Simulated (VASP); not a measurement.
# LiCl (Fm-3m) in VASP: notebook

The runs below take LiCl through single point, with r2SCAN.

All numbers are computed with VASP 6.6.1; they aren't measurements. Logs are shortened: lines on timing, memory, paths and dates and some standing lists are left out, and cuts for length are marked.

### Step 1. The cell of the first run

The structure is cubic, space group Fm-3m (No. 225). Conventional cell: a = 5.112 Å, b = 5.112 Å, c = 5.112 Å, α = 90.00°, β = 90.00°, γ = 90.00°. Within 3.4 Å of Li (site symmetry m-3m) lie 6 Cl at 2.56 Å. Within 3.4 Å of Cl (site symmetry m-3m) lie 6 Li at 2.56 Å.

### Step 2. Single point, r2SCAN

POSCAR

```
LiCl
1.0
    0.0000000000      2.5560252063      2.5560252063
    2.5560252063      0.0000000000      2.5560252063
    2.5560252063      2.5560252063      0.0000000000
Li Cl
1 1
Direct
    0.0000000000      0.0000000000      0.0000000000
    0.5000000000      0.5000000000      0.5000000000
```

INCAR.step1

```
SYSTEM = LiCl
  PREC = Accurate
  ENCUT = 520
  ISMEAR = 0
  SIGMA = 0.5
  LREAL = .FALSE.
  LASPH = .TRUE.
  NELM = 100
  NBANDS = 12
  GGA = PE
  ALGO = Normal
  EDIFF = 1E-4
  LWAVE = .TRUE.
  LCHARG = .FALSE.
```

INCAR.step2

```
SYSTEM = LiCl
  PREC = Accurate
  ENCUT = 520
  EDIFF = 1E-7
  ISMEAR = 0
  SIGMA = 0.5
  LREAL = .FALSE.
  LASPH = .TRUE.
  NELM = 100
  ALGO = Normal
  ISIF = 2
  LWAVE = .FALSE.
  LCHARG = .FALSE.
  METAGGA = R2SCAN
  LMIXTAU = .TRUE.
  NBANDS = 12
  ISTART = 1
```

KPOINTS

```
Automatic mesh
0
G
  6 6 6
  0 0 0
```

Potentials or basis: VASP PAW PBE potentials, release 64 (Li_sv, Cl).

The run is started by

```bash
$ cat potpaw_PBE.64/Li_sv/POTCAR potpaw_PBE.64/Cl/POTCAR > POTCAR
$ cp INCAR.step1 INCAR
$ mpirun -np 1 vasp_std > vasp.out
$ cp INCAR.step2 INCAR
$ mpirun -np 1 vasp_std > vasp.out
```

OUTCAR:

```text
SYSTEM = LiCl
   PREC = Accurate
   ENCUT = 520
   EDIFF = 1E-7
   ISMEAR = 0
   LREAL = .FALSE.
   LASPH = .TRUE.
   NELM = 100
   ISIF = 2
   METAGGA = R2SCAN
   ISTART = 1

 ion  position               nearest neighbor table
   1  0.000  0.000  0.000-   2 2.56   2 2.56   2 2.56   2 2.56   2 2.56   2 2.56
   2  0.500  0.500  0.500-   1 2.56   1 2.56   1 2.56   1 2.56   1 2.56   1 2.56

  LATTYP: Found a face centered cubic cell.
 ALAT       =     5.1120504126

  Lattice vectors:

 A1 = (   0.0000000000,   2.5560252063,   2.5560252063)
 A2 = (   2.5560252063,   0.0000000000,   2.5560252063)
 A3 = (   2.5560252063,   2.5560252063,   0.0000000000)

Analysis of symmetry for initial positions (statically):
=====================================================================
 Subroutine PRICEL returns:
 Original cell was already a primitive cell.

 Routine SETGRP: Setting up the symmetry group for a
 face centered cubic supercell.

 Subroutine GETGRP returns: Found 48 space group operations
 (whereof 48 operations were pure point group operations)
 out of a pool of 48 trial point group operations.

The static configuration has the point symmetry O_h .

Analysis of symmetry for dynamics (positions and initial velocities):
=====================================================================
 Subroutine PRICEL returns:
 Original cell was already a primitive cell.

 Routine SETGRP: Setting up the symmetry group for a
 face centered cubic supercell.

 Subroutine GETGRP returns: Found 48 space group operations
 (whereof 48 operations were pure point group operations)
 out of a pool of 48 trial point group operations.

The dynamic configuration has the point symmetry O_h .

 Subroutine INISYM returns: Found 48 space group operations
 (whereof 48 operations are pure point group operations),
 and found     1 'primitive' translations

----------------------------------------------------------------------------------------

                                     Primitive cell

  volume of cell :      33.3984

  direct lattice vectors                    reciprocal lattice vectors
     0.000000000  2.556025206  2.556025206    -0.195616224  0.195616224  0.195616224
     2.556025206  0.000000000  2.556025206     0.195616224 -0.195616224  0.195616224
     2.556025206  2.556025206  0.000000000     0.195616224  0.195616224 -0.195616224

  length of vectors
     3.614765513  3.614765513  3.614765513     0.338817239  0.338817239  0.338817239

  position of ions in fractional coordinates (direct lattice)
     0.000000000  0.000000000  0.000000000
     0.500000000  0.500000000  0.500000000

  ion indices of the primitive-cell ions
   primitive index   ion index
                 1           1
                 2           2

----------------------------------------------------------------------------------------

 KPOINTS: Automatic mesh

Automatic generation of k-mesh.
 Grid dimensions read from file:
 generate k-points for:    6    6    6

 Generating k-lattice:

  Cartesian coordinates                     Fractional coordinates (reciprocal lattice)
    -0.032602704  0.032602704  0.032602704     0.166666667  0.000000000  0.000000000
     0.032602704 -0.032602704  0.032602704     0.000000000  0.166666667  0.000000000
     0.032602704  0.032602704 -0.032602704     0.000000000  0.000000000  0.166666667

  Length of vectors
     0.056469540  0.056469540  0.056469540

  Shift w.r.t. Gamma in fractional coordinates (k-lattice)
     0.000000000  0.000000000  0.000000000

 Subroutine IBZKPT returns following result:
 ===========================================

 Found     16 irreducible k-points:

 Following reciprocal coordinates:
            Coordinates               Weight
  0.000000  0.000000  0.000000      1.000000
  0.166667  0.000000  0.000000      8.000000
  0.333333  0.000000  0.000000      8.000000
  0.500000  0.000000  0.000000      4.000000
  0.166667  0.166667  0.000000      6.000000
  0.333333  0.166667  0.000000     24.000000
[... 8 lines left out ...]
 -0.333333  0.333333  0.166667     24.000000
 -0.333333  0.500000  0.166667     12.000000
   k-points           NKPTS =     16   k-points in BZ     NKDIM =     16   number of bands    NBANDS=     12
   number of dos      NEDOS =    301   number of ions     NIONS =      2
   total plane-waves  NPLWV =  21952
   dimension x,y,z NGX =    28 NGY =   28 NGZ =   28
   dimension x,y,z NGXF=    56 NGYF=   56 NGZF=   56
   ions per type =               1   1
   NGX,Y,Z   is equivalent  to a cutoff of  12.88, 12.88, 12.88 a.u.
   NGXF,Y,Z  is equivalent  to a cutoff of  25.75, 25.75, 25.75 a.u.
 SYSTEM =  LiCl
   PREC   = accura    normal or accurate (medium, high low for compatibility)
   ISTART =      1    job   : 0-new  1-cont  2-samecut
   ICHARG =      0    charge: 1-file 2-atom 10-const
   ISPIN  =      1    spin polarized calculation?
   LNONCOLLINEAR =      F non collinear calculations
   LSORBIT =      F    spin-orbit coupling
   LASPH  =      T    aspherical Exc in radial PAW
   ENCUT  =  520.0 eV  38.22 Ry    6.18 a.u.   6.72  6.72  6.72*2*pi/ulx,y,z
   NELM   =    100;   NELMIN=  2; NELMDL=  0     # of ELM steps
   EDIFF  = 0.1E-06   stopping-criterion for ELM
   LREAL  =      F    real-space projection
   EDIFFG = 0.1E-05   stopping-criterion for IOM
   NSW    =      0    number of steps for IOM
   IBRION =     -1    ionic relax: 0-MD 1-quasi-New 2-CG
   NFREE  =      0    steps in history (QN), initial steepest desc. (CG)
   ISIF   =      2    stress and relaxation
   ISYM   =      2    0-nonsym 1-usesym 2-fastsym
   POTIM  = 0.5000    time-step for ionic-motion
   TEBEG  =    0.0;   TEEND  =   0.0 temperature during run
   PSTRESS=    0.0 pullay stress
   NELECT =      10.0000    total number of electrons
   NUPDOWN=      -1.0000    fix difference up-down
   EMIN   =  10.00;   EMAX   =-10.00  energy-range for DOS
   EFERMI =   0.00;   METHOD = LEGACY
   ISMEAR =     0;   SIGMA  =   0.50  broadening in eV -4-tet -1-fermi 0-gaus
   EFERMI_NEDOS =   21; number of points for ismear=-14 and -15
   IALGO  =     38    algorithm
   IMIX   =      4    mixing-type and parameters
     AMIX     =   0.40;   BMIX     =  1.00
     AMIX_MAG =   1.60;   BMIX_MAG =  1.00
  volume/ion in A,a.u.               =      16.70       112.69
  Fermi-wavevector in a.u.,A,eV,Ry     =   1.095216  2.069658 16.320156  1.199498
  Thomas-Fermi vector in A             =   2.231535
   LORBIT       =      0    0 simple, 1 ext, 2 COOP (PROOUT), +10 PAW based schemes
   METAGGA = R2SCAN    functional components
   LHFCALC =     F    Hartree Fock is set to
   AEXX    =    0.0000 exact exchange contribution
   IVDW    =     0    specifies the selected vdW correction
   LEPSILON=     F    determine dielectric tensor
   LRPA    =     F    only Hartree local field effects (RPA)
 non-spin polarized calculation
 Gauss-broadening in eV      SIGMA  =   0.50
  energy-cutoff  :      520.00
  volume of cell :       33.40
 maximum number of plane-waves:       934
   NGX = 13   NGY = 13   NGZ = 13

 number of electron      10.0000003 magnetization

 Free energy of the ion-electron system (eV)
  ---------------------------------------------------
  ext. energy  EPLUGINS =         0.00000000
  ---------------------------------------------------
  free energy    TOTEN  =       -12.58808134 eV

  energy without entropy =      -12.58808134  energy(sigma->0) =      -12.58808134

 E-fermi :   2.6258     XC(G=0):  -9.2109

 val. band max:        0.2665440878   @ k =   0.0000   0.0000   0.0000
 cond. band min:       7.6268475508   @ k =   0.0000   0.0000   0.0000
 fundamental gap:      7.3603034630
 Fermi energy:         2.6257929367

 k-point     1 :       0.0000    0.0000    0.0000
  band No.  band energies     occupation
      1     -44.5316      2.00000
      2     -13.7542      2.00000
      3       0.2665      2.00000
      4       0.2665      2.00000
      5       0.2665      2.00000
      6       7.6268      0.00000
      7      12.9371      0.00000
      8      12.9371      0.00000
      9      12.9372      0.00000
     10      15.6738      0.00000
     11      15.6738      0.00000
     12      16.1905      0.00000

 k-point     2 :       0.1667    0.0000    0.0000
  band No.  band energies     occupation
      1     -44.5310      2.00000
      2     -13.6176      2.00000
      3      -0.5987      2.00000
      4       0.1914      2.00000
      5       0.1914      2.00000
      6       8.2845      0.00000
      7      11.9992      0.00000
      8      12.6274      0.00000
      9      12.6277      0.00000
     10      14.3110      0.00000
     11      14.3111      0.00000
     12      16.7953      0.00000

 k-point     3 :       0.3333    0.0000    0.0000
  band No.  band energies     occupation
      1     -44.5295      2.00000
      2     -13.3205      2.00000
      3      -2.0013      2.00000
      4       0.0526      2.00000
      5       0.0526      2.00000
      6       8.1681      0.00000
      7      11.1456      0.00000
      8      11.1459      0.00000
      9      13.0948      0.00000
     10      16.2385      0.00000
     11      16.2385      0.00000
     12      17.6066      0.00000
[... 166 lines left out ...]
 k-point    15 :      -0.3333    0.3333    0.1667
  band No.  band energies     occupation
      1     -44.5282      2.00000
      2     -12.9734      2.00000
      3      -2.1641      2.00000
      4      -1.5169      2.00000
      5      -0.5468      2.00000
      6      10.0329      0.00000
      7      10.5036      0.00000
      8      12.1608      0.00000
      9      12.3984      0.00000
     10      16.5341      0.00000
     11      17.6031      0.00000
     12      19.7430      0.00000

 k-point    16 :      -0.3333    0.5000    0.1667
  band No.  band energies     occupation
      1     -44.5280      2.00000
      2     -12.9060      2.00000
      3      -2.3389      2.00000
      4      -1.4402      2.00000
      5      -0.8357      2.00000
      6       9.9336      0.00000
      7      10.3917      0.00000
      8      12.6437      0.00000
      9      12.7110      0.00000
     10      16.5648      0.00000
     11      18.7010      0.00000
     12      19.8558      0.00000

------------------------ aborting loop because EDIFF is reached ----------------------------------------

  FORCE on cell =-STRESS in cart. coord.  units (eV):
  Direction    XX          YY          ZZ          XY          YZ          ZX
  --------------------------------------------------------------------------------------
  -------------------------------------------------------------------------------------
  Total       -0.0976329     -0.0976329     -0.0976329      0.0000000      0.0000000      0.0000000
  in kB       -4.6836155     -4.6836155     -4.6836155      0.0000000      0.0000000      0.0000000
  external PRESSURE =      -4.6836155 kB  Pullay stress =       0.0000000 kB

 VOLUME and BASIS-vectors are now :
 -----------------------------------------------------------------------------
  energy-cutoff  :      520.00
  volume of cell :       33.40
      direct lattice vectors                 reciprocal lattice vectors
     0.000000000  2.556025206  2.556025206    -0.195616224  0.195616224  0.195616224
     2.556025206  0.000000000  2.556025206     0.195616224 -0.195616224  0.195616224
     2.556025206  2.556025206  0.000000000     0.195616224  0.195616224 -0.195616224

 POSITION                                       TOTAL-FORCE (eV/Angst)
 -----------------------------------------------------------------------------------
      0.00000      0.00000      0.00000        -0.000000      0.000000      0.000000
      2.55603      2.55603      2.55603         0.000000     -0.000000     -0.000000
 -----------------------------------------------------------------------------------
    total drift:                                0.000000      0.000000      0.000000

  FREE ENERGIE OF THE ION-ELECTRON SYSTEM (eV)
  ---------------------------------------------------
  free  energy   TOTEN  =       -12.5880813396 eV

  energy  without entropy=      -12.5880813396  energy(sigma->0) =      -12.58808134
```

Wall time 52 s (1 thread of AMD EPYC 7R43 (Zen 3), shared host); peak memory 0.11 GiB.

What came out:

```
Free energy            : -12.5881 eV
Band gap on the k mesh : 7.36 eV, direct
```

Caveat: the cutoff is under 1.25 times the usual one of these potentials, so pressure, stress and relaxed cells hold a basis-set (Pulay) error; the PAW data sets were made with another functional, which shifts forces and pressure a little. A k mesh can miss the band edges.

(Continued in part 2 of 2.)
